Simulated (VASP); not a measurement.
# LiRu12 (a cell with a defect) in VASP: single point with PBE

Aim: the single point of LiRu12 (a cell with a defect) with PBE.

Program: VASP 6.6.1. These are calculated values, not measurements. Logs are shortened: lines on timing, memory, paths and dates and some standing lists are left out, and cuts for length are marked.

### Step 1. The cell of the first run

The cell holds a defect, 13 atoms: a = 5.400 Å, b = 8.100 Å, c = 4.277 Å, α = 90.00°, β = 90.00°, γ = 120.00°.

### Step 2. Single point, PBE

The input, INCAR:

```
PREC = Accurate ; ENCUT = 650
EDIFF = 1E-6 ; ISMEAR = 0
SIGMA = 0.15 ; LREAL = F
LASPH = T ; NELM = 120
ALGO = Normal ; ISIF = 2
LWAVE = F ; LCHARG = T
GGA = PE ; LELF = T
LVHAR = T ; NBANDS = 98
GGA_COMPAT = F
```

The input, KPOINTS:

```
Automatic mesh
0
Gamma
  4 3 4
```

The input, POSCAR:

```
LiRu12
1.0
    5.4000000000      0.0000000000      0.0000000000
   -4.0500000000      7.0148060000      0.0000000000
    0.0000000000      0.0000000000      4.2768000000
Ru Li
12 1
Direct
   -0.0420582386      0.0000295090     -0.0001489431
    0.1404795270      0.2224052953      0.4998473158
    0.0011429119      0.3278505493     -0.0001529181
    0.1616899011      0.5639470286      0.4998491863
    0.0615818393      0.7312313413     -0.0001531519
    0.1655950144      0.9062768094      0.4998468481
    0.5088207450      0.0173609933     -0.0001517490
    0.6605649347      0.2332157154      0.4998489525
    0.4168077234      0.2918670880     -0.0001522166
    0.6580297044      0.5618855318      0.4998524598
    0.4973408253      0.6681025819     -0.0001503461
    0.6452999401      0.8885455991      0.4998491863
    0.7951436317      0.4785892867      0.9998473158
```

Potentials or basis: VASP PAW PBE potentials, release 64 (Ru_pv, Li_sv).

Launch:

```console
> cat potpaw_PBE.64/Ru_pv/POTCAR potpaw_PBE.64/Li_sv/POTCAR > POTCAR
> mpirun -np 1 vasp_std > vasp.out
```

OUTCAR:

```text
PREC = Accurate
   ENCUT = 650
   EDIFF = 1E-6
   ISMEAR = 0
   LREAL = F
   LASPH = T
   NELM = 120
   ISIF = 2
   GGA = PE

 ion  position               nearest neighbor table
   1  0.958  0.000  1.000-   9 2.42   7 2.50   5 2.50   3 2.55  12 2.59  12 2.59  11 2.59   2 2.65
                             2 2.65   6 2.69   6 2.69   7 2.91
   2  0.140  0.222  0.500-   9 2.51   9 2.51   3 2.55   3 2.55   6 2.63   8 2.64   1 2.65   1 2.65
                            12 2.69   4 2.71   8 2.77  10 2.77
   3  0.001  0.328  1.000-  13 2.02   9 2.40   1 2.55   2 2.55   2 2.55   7 2.59   8 2.67   8 2.67
                             4 2.71   4 2.71  11 2.72   9 3.02   5 3.12
   4  0.162  0.564  0.500-  12 2.62  11 2.65  11 2.65  10 2.69   8 2.69   3 2.71   3 2.71   2 2.71
                            10 2.71   5 2.73   5 2.73  13 2.76  13 2.76   6 2.76
   5  0.062  0.731  1.000-  13 1.82   7 2.37   6 2.47   6 2.47   1 2.50  11 2.65   4 2.73   4 2.73
                            11 2.83  10 2.87  10 2.87   3 3.12
   6  0.166  0.906  0.500-   5 2.47   5 2.47   2 2.63   8 2.66  12 2.67   7 2.67   7 2.67   1 2.69
                             1 2.69  12 2.74   4 2.76  10 2.77
   7  0.509  0.017  1.000-   5 2.37   1 2.50   9 2.51   3 2.59   8 2.62   8 2.62  12 2.64  12 2.64
                             6 2.67   6 2.67  11 2.80   1 2.91
   8  0.661  0.233  0.500-   7 2.62   7 2.62   2 2.64   6 2.66  10 2.67   3 2.67   3 2.67   9 2.68
                             9 2.68   4 2.69  12 2.75  13 2.76  13 2.76   2 2.77
   9  0.417  0.292  1.000-  13 1.84   3 2.40   1 2.42   2 2.51   2 2.51   7 2.51   8 2.68   8 2.68
                            11 2.86  10 2.86  10 2.86   3 3.02
  10  0.658  0.562  0.500-  13 2.46  13 2.46  11 2.61  11 2.61   8 2.67  12 2.68   4 2.69   4 2.71
                             6 2.77   2 2.77   9 2.86   9 2.86   5 2.87   5 2.87
  11  0.497  0.668  1.000-   1 2.59  10 2.61  10 2.61  12 2.64  12 2.64   5 2.65   4 2.65   4 2.65
                             3 2.72  13 2.72   7 2.80   5 2.83   9 2.86
  12  0.645  0.889  0.500-   1 2.59   1 2.59   4 2.62  11 2.64  11 2.64   7 2.64   7 2.64   6 2.67
                            10 2.68   2 2.69   6 2.74   8 2.75
  13  0.795  0.479  1.000-   5 1.82   9 1.84   3 2.02  10 2.46  10 2.46  11 2.72   4 2.76   4 2.76
                             8 2.76   8 2.76

  LATTYP: Found a simple monoclinic cell.
 ALAT       =     5.4000000000
 B/A-ratio  =     0.7920000000
 C/A-ratio  =     1.3228756972
 COS(beta)  =    -0.1889822305

  Lattice vectors:

 A1 = (   5.4000000000,   0.0000000000,   0.0000000000)
 A2 = (   0.0000000000,   0.0000000000,   4.2768000000)
 A3 = (  -1.3500000000,  -7.0148060000,   0.0000000000)

Analysis of symmetry for initial positions (statically):
=====================================================================
 Subroutine PRICEL returns:
 Original cell was already a primitive cell.

 Routine SETGRP: Setting up the symmetry group for a
 simple monoclinic supercell.

 Subroutine GETGRP returns: Found  1 space group operations
 (whereof  1 operations were pure point group operations)
 out of a pool of  4 trial point group operations.

The static configuration has the point symmetry C_1 .

Analysis of symmetry for dynamics (positions and initial velocities):
=====================================================================
 Subroutine PRICEL returns:
 Original cell was already a primitive cell.

 Routine SETGRP: Setting up the symmetry group for a
 simple monoclinic supercell.

 Subroutine GETGRP returns: Found  1 space group operations
 (whereof  1 operations were pure point group operations)
 out of a pool of  4 trial point group operations.

The dynamic configuration has the point symmetry C_1 .

 Subroutine INISYM returns: Found  1 space group operations
 (whereof  1 operations are pure point group operations),
 and found     1 'primitive' translations

----------------------------------------------------------------------------------------

                                     Primitive cell

  volume of cell :     162.0050

  direct lattice vectors                    reciprocal lattice vectors
     5.400000000  0.000000000  0.000000000     0.185185185  0.106916713  0.000000000
    -4.050000000  7.014806000  0.000000000     0.000000000  0.142555617  0.000000000
     0.000000000  0.000000000  4.276800000     0.000000000  0.000000000  0.233819678

  length of vectors
     5.400000000  8.100000199  4.276800000     0.213833431  0.142555617  0.233819678

  position of ions in fractional coordinates (direct lattice)
     0.957941761  0.000029509  0.999851057
     0.140479527  0.222405295  0.499847316
     0.001142912  0.327850549  0.999847082
     0.161689901  0.563947029  0.499849186
     0.061581839  0.731231341  0.999846848
     0.165595014  0.906276809  0.499846848
     0.508820745  0.017360993  0.999848251
     0.660564935  0.233215715  0.499848953
     0.416807723  0.291867088  0.999847783
     0.658029704  0.561885532  0.499852460
     0.497340825  0.668102582  0.999849654
     0.645299940  0.888545599  0.499849186
     0.795143632  0.478589287  0.999847316

  ion indices of the primitive-cell ions
   primitive index   ion index
                 1           1
                 2           2
                 3           3
                 4           4
                 5           5
                 6           6
                 7           7
                 8           8
                 9           9
                10          10
                11          11
                12          12
                13          13

----------------------------------------------------------------------------------------

 KPOINTS: Automatic mesh

Automatic generation of k-mesh.
 Grid dimensions read from file:
 generate k-points for:    4    3    4

 Generating k-lattice:

  Cartesian coordinates                     Fractional coordinates (reciprocal lattice)
     0.046296296  0.026729178  0.000000000     0.250000000 -0.000000000  0.000000000
     0.000000000  0.047518539  0.000000000     0.000000000  0.333333333  0.000000000
     0.000000000  0.000000000  0.058454920     0.000000000  0.000000000  0.250000000

  Length of vectors
     0.053458358  0.047518539  0.058454920

  Shift w.r.t. Gamma in fractional coordinates (k-lattice)
     0.000000000  0.000000000  0.000000000

 Subroutine IBZKPT returns following result:
 ===========================================

 Found     26 irreducible k-points:

 Following reciprocal coordinates:
            Coordinates               Weight
  0.000000  0.000000  0.000000      1.000000
  0.250000  0.000000  0.000000      2.000000
  0.500000  0.000000  0.000000      1.000000
  0.000000  0.333333  0.000000      2.000000
  0.250000  0.333333  0.000000      2.000000
  0.500000  0.333333  0.000000      2.000000
[... 16 lines left out ...]
  0.000000  0.333333  0.500000      2.000000
  0.250000  0.333333  0.500000      2.000000
 [... further k-points ...]
   k-points           NKPTS =     26   k-points in BZ     NKDIM =     26   number of bands    NBANDS=     98
   number of dos      NEDOS =    301   number of ions     NIONS =     13
   total plane-waves  NPLWV = 120960
   dimension x,y,z NGX =    48 NGY =   70 NGZ =   36
   dimension x,y,z NGXF=    96 NGYF=  140 NGZF=   72
   ions per type =              12   1
   NGX,Y,Z   is equivalent  to a cutoff of  14.78, 14.37, 13.99 a.u.
   NGXF,Y,Z  is equivalent  to a cutoff of  29.55, 28.73, 27.99 a.u.
 SYSTEM =  unknown system
   PREC   = accura    normal or accurate (medium, high low for compatibility)
   ISTART =      0    job   : 0-new  1-cont  2-samecut
   ICHARG =      2    charge: 1-file 2-atom 10-const
   ISPIN  =      1    spin polarized calculation?
   LNONCOLLINEAR =      F non collinear calculations
   LSORBIT =      F    spin-orbit coupling
   LASPH  =      T    aspherical Exc in radial PAW
   ENCUT  =  650.0 eV  47.77 Ry    6.91 a.u.  11.23 16.84  8.89*2*pi/ulx,y,z
   NELM   =    120;   NELMIN=  2; NELMDL= -5     # of ELM steps
   EDIFF  = 0.1E-05   stopping-criterion for ELM
   LREAL  =      F    real-space projection
   EDIFFG = 0.1E-04   stopping-criterion for IOM
   NSW    =      0    number of steps for IOM
   IBRION =     -1    ionic relax: 0-MD 1-quasi-New 2-CG
   NFREE  =      0    steps in history (QN), initial steepest desc. (CG)
   ISIF   =      2    stress and relaxation
   ISYM   =      2    0-nonsym 1-usesym 2-fastsym
   POTIM  = 0.5000    time-step for ionic-motion
   TEBEG  =    0.0;   TEEND  =   0.0 temperature during run
   PSTRESS=    0.0 pullay stress
   NELECT =     171.0000    total number of electrons
   NUPDOWN=      -1.0000    fix difference up-down
   EMIN   =  10.00;   EMAX   =-10.00  energy-range for DOS
   EFERMI =   0.00;   METHOD = LEGACY
   ISMEAR =     0;   SIGMA  =   0.15  broadening in eV -4-tet -1-fermi 0-gaus
   EFERMI_NEDOS =   21; number of points for ismear=-14 and -15
   IALGO  =     38    algorithm
   IMIX   =      4    mixing-type and parameters
     AMIX     =   0.40;   BMIX     =  1.00
     AMIX_MAG =   1.60;   BMIX_MAG =  1.00
  volume/ion in A,a.u.               =      12.46        84.10
  Fermi-wavevector in a.u.,A,eV,Ry     =   1.666853  3.149896 37.802432  2.778400
  Thomas-Fermi vector in A             =   2.752977
   LORBIT       =      0    0 simple, 1 ext, 2 COOP (PROOUT), +10 PAW based schemes
   GGA     = PE    functional components
   LHFCALC =     F    Hartree Fock is set to
   AEXX    =    0.0000 exact exchange contribution
   IVDW    =     0    specifies the selected vdW correction
   LEPSILON=     F    determine dielectric tensor
   LRPA    =     F    only Hartree local field effects (RPA)
 non-spin polarized calculation
 Gauss-broadening in eV      SIGMA  =   0.15
  energy-cutoff  :      650.00
  volume of cell :      162.00
 maximum number of plane-waves:      6124
 NGX is ok and might be reduce to    48
   NGX = 23   NGY = 33   NGZ = 17

 number of electron     170.9999997 magnetization

 Free energy of the ion-electron system (eV)
  ---------------------------------------------------
  ext. energy  EPLUGINS =         0.00000000
  ---------------------------------------------------
  free energy    TOTEN  =      -106.28931779 eV

  energy without entropy =     -106.19629746  energy(sigma->0) =     -106.24280763

 E-fermi :  13.4133     XC(G=0): -14.2365

 val. band max:       13.3973068421   @ k =   0.5000   0.0000   0.0000
 cond. band min:      13.4287438200   @ k =   0.0000   0.3333   0.2500
 fundamental gap:      0.0314369779
 Fermi energy:        13.4133243891

 k-point     1 :       0.0000    0.0000    0.0000
  band No.  band energies     occupation
      1     -33.1016      2.00000
      2     -30.4737      2.00000
      3     -30.4627      2.00000
      4     -30.3487      2.00000
      5     -30.3115      2.00000
      6     -30.2009      2.00000
[... 89 lines left out ...]
     96      14.9121      0.00000
     97      15.0077      0.00000

 k-point     2 :       0.2500    0.0000    0.0000
  band No.  band energies     occupation
      1     -33.0937      2.00000
      2     -30.4572      2.00000
      3     -30.4190      2.00000
      4     -30.3200      2.00000
      5     -30.2738      2.00000
      6     -30.2120      2.00000
[... 2189 lines left out ...]
     96      14.8438      0.00000
     97      14.8718      0.00000

 k-point    24 :       0.2500    0.3333    0.5000
  band No.  band energies     occupation
      1     -33.0996      2.00000
      2     -30.5772      2.00000
      3     -30.4563      2.00000
      4     -30.3786      2.00000
      5     -30.2494      2.00000
      6     -30.2092      2.00000
[... 89 lines left out ...]
     96      14.8143      0.00000
     97      14.9031      0.00000

 [... further k-points ...]

 [bands above 97 left out]

------------------------ aborting loop because EDIFF is reached ----------------------------------------

  FORCE on cell =-STRESS in cart. coord.  units (eV):
  Direction    XX          YY          ZZ          XY          YZ          ZX
  --------------------------------------------------------------------------------------
  -------------------------------------------------------------------------------------
  Total       33.9525727     40.9161747     16.3049057      7.3863061     -0.0000535     -0.0001881
  in kB      335.7800613    404.6478532    161.2502911     73.0481996     -0.0005289     -0.0018606
  external PRESSURE =     300.5594018 kB  Pullay stress =       0.0000000 kB

 VOLUME and BASIS-vectors are now :
 -----------------------------------------------------------------------------
  energy-cutoff  :      650.00
  volume of cell :      162.00
      direct lattice vectors                 reciprocal lattice vectors
     5.400000000  0.000000000  0.000000000     0.185185185  0.106916713  0.000000000
    -4.050000000  7.014806000  0.000000000     0.000000000  0.142555617  0.000000000
     0.000000000  0.000000000  4.276800000     0.000000000  0.000000000  0.233819678

 POSITION                                       TOTAL-FORCE (eV/Angst)
 -----------------------------------------------------------------------------------
      5.17277      0.00021      4.27616         0.012352     -0.015354     -0.000037
     -0.14215      1.56013      2.13775         0.002216      0.001874      0.000041
     -1.32162      2.29981      4.27615        -0.003722      0.020419      0.000075
     -1.41086      3.95598      2.13775        -0.018509     -0.014679     -0.000060
     -2.62895      5.12945      4.27614         0.065176      0.116713      0.000014
     -2.77621      6.35736      2.13774        -0.011294      0.009486      0.000053
      2.67732      0.12178      4.27615         0.007927      0.016110      0.000016
      2.62253      1.63596      2.13775        -0.009083      0.001555     -0.000042
      1.06870      2.04739      4.27615        -0.082183     -0.111425      0.000003
      1.27772      3.94152      2.13777        -0.011118      0.010800     -0.000169
     -0.02018      4.68661      4.27616         0.006050     -0.002019      0.000012
     -0.11399      6.23297      2.13775        -0.001824     -0.010056      0.000000
      2.35549      3.35721      4.27615         0.044014     -0.023424      0.000093
 -----------------------------------------------------------------------------------
    total drift:                               -0.000262      0.000128      0.000034

  FREE ENERGIE OF THE ION-ELECTRON SYSTEM (eV)
  ---------------------------------------------------
  free  energy   TOTEN  =      -106.2893177942 eV

  energy  without entropy=     -106.1962974598  energy(sigma->0) =     -106.24280763
```

It took 15 min on 1 thread of Intel Xeon Platinum 8259CL at 2.50GHz (Skylake/Cascade Lake), shared host; peak memory 0.57 GiB.

Results:

| Item | Value |
| --- | --- |
| Free energy | -106.2893 eV |
| Pressure | 30.1 GPa |
| Largest force | 0.138 eV/Å |
| Band gap on the k mesh | zero (an odd number of electrons rules out a gap without spin polarisation) |

Forces in eV/Å, atoms in the order of the input:
```
Ru   0.012 -0.015  0.000
Ru   0.002  0.002  0.000
Ru  -0.004  0.020  0.000
Ru  -0.019 -0.015  0.000
Ru   0.065  0.117  0.000
Ru  -0.011  0.009  0.000
Ru   0.008  0.016  0.000
Ru  -0.009  0.002  0.000
Ru  -0.082 -0.111  0.000
Ru  -0.011  0.011  0.000
Ru   0.006 -0.002  0.000
Ru  -0.002 -0.010  0.000
Li   0.044 -0.023  0.000
```

Levels at points of the mesh, in eV from the Fermi level:
```
           k point  band 83  band 84  band 85  band 86  band 87  band 88
(0.00, 0.00, 0.00)    -0.15     0.17     0.29     0.43     0.56     0.62
(0.50, 0.00, 0.00)    -0.91    -0.67    -0.64    -0.42    -0.28    -0.02
(0.00, 0.00, 0.50)    -0.60    -0.24    -0.03     0.22     0.35     0.49
(0.50, 0.00, 0.50)    -0.95    -0.84    -0.62    -0.07     0.35     0.35
```

Caveat: the k points lie up to 0.37 Å⁻¹ apart, too coarse for converged energies and pressures of a metal; atoms lie so close that the PAW spheres overlap strongly, which falsifies energies and pressures.
